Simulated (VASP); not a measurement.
Input of a VASP 6.6.1 run:

File INCAR:

```
ALGO = Normal
EDIFF = 1E-6
ENCUT = 520
GGA = PE
ISIF = 2
ISMEAR = -1
LASPH = True
LCHARG = False
LREAL = False
LWAVE = False
NBANDS = 13
NELM = 60
PREC = Accurate
SIGMA = 0.1
```

File KPOINTS:

```
k-points
0
Gamma
  15 15 15
```

File POSCAR:

```
Ru
1.0
    2.1188026486      0.0000000000      0.0000000000
    0.0000000000      2.1188026486      0.0000000000
    0.0000000000      0.0000000000      2.1188026486
Ru
1
Direct
    0.0000000000      0.0000000000      0.0000000000
```

Potentials or basis: VASP PAW PBE potentials, release 64 (Ru_pv).

Command:

```sh
$ cat potpaw_PBE.64/Ru_pv/POTCAR > POTCAR
$ mpirun -np 1 vasp_std > vasp.out
```

(1) Estimate the pressure.

(2) What does it give for the band gap on the k mesh?

Answers

(1) 370.8 GPa.

(2) zero (band 7 reaches 27.47 eV, above the bottom of band 8 at 19.08 eV).
